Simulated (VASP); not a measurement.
# Mo (Im-3m) in VASP: single point with PBE

Aim: the single point of Mo with PBE.

Program: VASP 6.6.1. These are calculated values, not measurements. Logs are shortened: lines on timing, memory, paths and dates and some standing lists are left out, and cuts for length are marked.

**1. The cell of the first run**

It takes space group Im-3m (No. 229, cubic). Conventional cell: a = 3.161 Å, b = 3.161 Å, c = 3.161 Å, α = 90.00°, β = 90.00°, γ = 90.00°. Within 3.6 Å of Mo (site symmetry m-3m) lie 14 Mo at 2.74 to 3.16 Å.

**2. Single point, PBE, non-collinear spin, zero start, spin-orbit coupling**

The input, INCAR:

```
PREC = Accurate
ENCUT = 520
EDIFF = 1E-6
ISMEAR = 0
SIGMA = 0.05
LREAL = F
LASPH = T
NELM = 150
ALGO = Normal
ISIF = 2
LWAVE = F
LCHARG = F
MAGMOM = 0 0 0
LORBIT = 11
LSORBIT = T
GGA_COMPAT = F
LORBMOM = T
LMAXMIX = 4
GGA = PE
NBANDS = 25
```

The input, KPOINTS:

```
Automatic mesh
0
Gamma
  18 18 18
```

The input, POSCAR:

```
Mo
1.0
   -1.5802548357      1.5802548357      1.5802548357
    1.5802548357     -1.5802548357      1.5802548357
    1.5802548357      1.5802548357     -1.5802548357
Mo
1
Direct
    0.0000000000      0.0000000000      0.0000000000
```

Potentials or basis: VASP PAW PBE potentials, release 64 (Mo_sv).

On the command line:

```console
$ cat potpaw_PBE.64/Mo_sv/POTCAR > POTCAR
$ mpirun -np 1 vasp_ncl > vasp.out
```

OUTCAR:

```text
PREC = Accurate
   ENCUT = 520
   EDIFF = 1E-6
   ISMEAR = 0
   LREAL = F
   LASPH = T
   NELM = 150
   ISIF = 2
   LORBIT = 11
   LSORBIT = T
   GGA = PE

 ion  position               nearest neighbor table
   1  0.000  0.000  0.000-

  LATTYP: Found a body centered cubic cell.
 ALAT       =     3.1605096714

  Lattice vectors:

 A1 = (  -1.5802548357,   1.5802548357,   1.5802548357)
 A2 = (   1.5802548357,  -1.5802548357,   1.5802548357)
 A3 = (   1.5802548357,   1.5802548357,  -1.5802548357)

Analysis of symmetry for initial positions (statically):
=====================================================================
 Subroutine PRICEL returns:
 Original cell was already a primitive cell.

 Routine SETGRP: Setting up the symmetry group for a
 body centered cubic supercell.

 Subroutine GETGRP returns: Found 48 space group operations
 (whereof 48 operations were pure point group operations)
 out of a pool of 48 trial point group operations.

The static configuration has the point symmetry O_h .

Analysis of symmetry for dynamics (positions and initial velocities):
=====================================================================
 Subroutine PRICEL returns:
 Original cell was already a primitive cell.

 Routine SETGRP: Setting up the symmetry group for a
 body centered cubic supercell.

 Subroutine GETGRP returns: Found 48 space group operations
 (whereof 48 operations were pure point group operations)
 out of a pool of 48 trial point group operations.

The dynamic configuration has the point symmetry O_h .

Analysis of structural, dynamic, and magnetic symmetry:
=====================================================================
 Subroutine PRICEL returns:
 Original cell was already a primitive cell.

 Routine SETGRP: Setting up the symmetry group for a
 body centered cubic supercell.

 Subroutine GETGRP returns: Found 48 space group operations
 (whereof 48 operations were pure point group operations)
 out of a pool of 48 trial point group operations.

The overall configuration has the point symmetry O_h .

 Subroutine INISYM returns: Found 48 space group operations
 (whereof 48 operations are pure point group operations),
 and found     1 'primitive' translations

----------------------------------------------------------------------------------------

                                     Primitive cell

  volume of cell :      15.7849

  direct lattice vectors                    reciprocal lattice vectors
    -1.580254836  1.580254836  1.580254836     0.000000000  0.316404664  0.316404664
     1.580254836 -1.580254836  1.580254836     0.316404664  0.000000000  0.316404664
     1.580254836  1.580254836 -1.580254836     0.316404664  0.316404664  0.000000000

  length of vectors
     2.737081664  2.737081664  2.737081664     0.447463767  0.447463767  0.447463767

  position of ions in fractional coordinates (direct lattice)
     0.000000000  0.000000000  0.000000000

  ion indices of the primitive-cell ions
   primitive index   ion index
                 1           1

----------------------------------------------------------------------------------------

 KPOINTS: Automatic mesh

Automatic generation of k-mesh.
 Grid dimensions read from file:
 generate k-points for:   18   18   18

 Generating k-lattice:

  Cartesian coordinates                     Fractional coordinates (reciprocal lattice)
     0.000000000  0.017578037  0.017578037     0.055555556  0.000000000  0.000000000
     0.017578037  0.000000000  0.017578037     0.000000000  0.055555556  0.000000000
     0.017578037  0.017578037  0.000000000     0.000000000  0.000000000  0.055555556

  Length of vectors
     0.024859098  0.024859098  0.024859098

  Shift w.r.t. Gamma in fractional coordinates (k-lattice)
     0.000000000  0.000000000  0.000000000

 Subroutine IBZKPT returns following result:
[... 46 lines left out ...]
   LASPH  =      T    aspherical Exc in radial PAW
   ENCUT  =  520.0 eV  38.22 Ry    6.18 a.u.   5.09  5.09  5.09*2*pi/ulx,y,z
   NELM   =    150;   NELMIN=  2; NELMDL= -5     # of ELM steps
   EDIFF  = 0.1E-05   stopping-criterion for ELM
   LREAL  =      F    real-space projection
   EDIFFG = 0.1E-04   stopping-criterion for IOM
   NSW    =      0    number of steps for IOM
   IBRION =     -1    ionic relax: 0-MD 1-quasi-New 2-CG
   NFREE  =      0    steps in history (QN), initial steepest desc. (CG)
   ISIF   =      2    stress and relaxation
   ISYM   =      2    0-nonsym 1-usesym 2-fastsym
   POTIM  = 0.5000    time-step for ionic-motion
   TEBEG  =    0.0;   TEEND  =   0.0 temperature during run
   PSTRESS=    0.0 pullay stress
   NELECT =      14.0000    total number of electrons
   NUPDOWN=      -1.0000    fix difference up-down
   EMIN   =  10.00;   EMAX   =-10.00  energy-range for DOS
   EFERMI =   0.00;   METHOD = LEGACY
   ISMEAR =     0;   SIGMA  =   0.05  broadening in eV -4-tet -1-fermi 0-gaus
   EFERMI_NEDOS =   21; number of points for ismear=-14 and -15
   IALGO  =     38    algorithm
   IMIX   =      4    mixing-type and parameters
     AMIX     =   0.40;   BMIX     =  1.00
     AMIX_MAG =   1.60;   BMIX_MAG =  1.00
  volume/ion in A,a.u.               =      15.78       106.52
  Fermi-wavevector in a.u.,A,eV,Ry     =   1.572909  2.972368 33.661413  2.474044
  Thomas-Fermi vector in A             =   2.674273
   LORBIT       =     11    0 simple, 1 ext, 2 COOP (PROOUT), +10 PAW based schemes
   GGA     = PE    functional components
   LHFCALC =     F    Hartree Fock is set to
   AEXX    =    0.0000 exact exchange contribution
   IVDW    =     0    specifies the selected vdW correction
   LEPSILON=     F    determine dielectric tensor
   LRPA    =     F    only Hartree local field effects (RPA)
 Gauss-broadening in eV      SIGMA  =   0.05
  energy-cutoff  :      520.00
  volume of cell :       15.78
 maximum number of plane-waves:       876
   NGX = 11   NGY = 11   NGZ = 11

 number of electron      14.0000004 magnetization       0.0000000     -0.0000000      0.0000000

 number of electron      14.0000004 magnetization      -0.0000000     -0.0000000     -0.0000000

 number of electron      14.0000004 magnetization       0.0000000      0.0000000      0.0000000

 Free energy of the ion-electron system (eV)
  ---------------------------------------------------
  ext. energy  EPLUGINS =         0.00000000
  ---------------------------------------------------
  free energy    TOTEN  =       -11.03715639 eV

  energy without entropy =      -11.03643156  energy(sigma->0) =      -11.03679397

 E-fermi :  12.4412     XC(G=0): -13.3351

 val. band max:       12.4349937274   @ k =   0.3889   0.1111  -0.0000
 cond. band min:      12.4510836045   @ k =  -0.3889   0.4444   0.2778
 fundamental gap:      0.0160898770
 Fermi energy:        12.4411780438

 k-point     1 :       0.0000    0.0000    0.0000
  band No.  band energies     occupation
      1     -48.8405      1.00000
      2     -48.8405      1.00000
      3     -23.8272      1.00000
      4     -23.8272      1.00000
      5     -21.3003      1.00000
      6     -21.3003      1.00000
[... 661 lines left out ...]
     24      25.1821      0.00000
     25      29.3202      0.00000

 [... further k-points ...]

------------------------ aborting loop because EDIFF is reached ----------------------------------------

  FORCE on cell =-STRESS in cart. coord.  units (eV):
  Direction    XX          YY          ZZ          XY          YZ          ZX
  --------------------------------------------------------------------------------------
  -------------------------------------------------------------------------------------
  Total        0.0520373      0.0520373      0.0520373      0.0000000     -0.0000000      0.0000000
  in kB        5.2818246      5.2818246      5.2818246      0.0000000     -0.0000000      0.0000000
  external PRESSURE =       5.2818246 kB  Pullay stress =       0.0000000 kB

 VOLUME and BASIS-vectors are now :
 -----------------------------------------------------------------------------
  energy-cutoff  :      520.00
  volume of cell :       15.78
      direct lattice vectors                 reciprocal lattice vectors
    -1.580254836  1.580254836  1.580254836     0.000000000  0.316404664  0.316404664
     1.580254836 -1.580254836  1.580254836     0.316404664  0.000000000  0.316404664
     1.580254836  1.580254836 -1.580254836     0.316404664  0.316404664  0.000000000

 POSITION                                       TOTAL-FORCE (eV/Angst)
 -----------------------------------------------------------------------------------
      0.00000      0.00000      0.00000        -0.000000      0.000000      0.000000
 -----------------------------------------------------------------------------------
    total drift:                                0.000000     -0.000000     -0.000000

  FREE ENERGIE OF THE ION-ELECTRON SYSTEM (eV)
  ---------------------------------------------------
  free  energy   TOTEN  =       -11.0371563902 eV

  energy  without entropy=      -11.0364315576  energy(sigma->0) =      -11.03679397

 orbital moment (x)

 # of ion     p       d       tot
 ----------------------------------------
  1         0.000   0.000   0.000
 ----------------------------------------
            0.000   0.000   0.000

 orbital moment (y)

 # of ion     p       d       tot
 ----------------------------------------
  1         0.000   0.000   0.000
 ----------------------------------------
            0.000   0.000   0.000

 orbital moment (z)

 # of ion     p       d       tot
 ----------------------------------------
  1         0.000   0.000   0.000
 ----------------------------------------
            0.000   0.000   0.000

 Spin-Orbit-Coupling matrix elements

 Ion:    1  E_soc:     -0.2061073
 l=   1
     0.0000000    -0.0301279    -0.0301279
    -0.0301279     0.0000000    -0.0301279
    -0.0301279    -0.0301279     0.0000000
 l=   2
     0.0000000    -0.0011107     0.0000000    -0.0011107    -0.0031126
    -0.0011107     0.0000000    -0.0023345    -0.0011107    -0.0007782
     0.0000000    -0.0023345     0.0000000    -0.0023345     0.0000000
    -0.0011107    -0.0011107    -0.0023345     0.0000000    -0.0007782
    -0.0031126    -0.0007782     0.0000000    -0.0007782     0.0000000
 l=   3
     0.0000000     0.0000000     0.0000000     0.0000000     0.0000000     0.0000000     0.0000000
     0.0000000     0.0000000     0.0000000     0.0000000     0.0000000     0.0000000     0.0000000
     0.0000000     0.0000000     0.0000000     0.0000000     0.0000000     0.0000000     0.0000000
     0.0000000     0.0000000     0.0000000     0.0000000     0.0000000     0.0000000     0.0000000
     0.0000000     0.0000000     0.0000000     0.0000000     0.0000000     0.0000000     0.0000000
     0.0000000     0.0000000     0.0000000     0.0000000     0.0000000     0.0000000     0.0000000
     0.0000000     0.0000000     0.0000000     0.0000000     0.0000000     0.0000000     0.0000000

 total charge

# of ion       s       p       d       tot
------------------------------------------
    1        2.378   6.203   3.899  12.481

 magnetization (x)

# of ion       s       p       d       tot
------------------------------------------
    1       -0.000   0.000   0.000   0.000

 magnetization (y)

# of ion       s       p       d       tot
------------------------------------------
    1        0.000   0.000   0.000   0.000

 magnetization (z)

# of ion       s       p       d       tot
------------------------------------------
    1       -0.000   0.000   0.000  -0.000
```

It took 3 min on 1 thread of AMD EPYC 7R13, shared host; peak memory 0.21 GiB.

What came out:

```
Free energy                                           : -11.0372 eV
Pressure                                              : 0.5 GPa
Net moment                                            : 0.00 μB per cell
Valence electrons inside the program's atomic spheres : Mo 12.48
```

Moments on the atoms (μB; x, y, z):
```
Mo  0.00 0.00 0.00
```
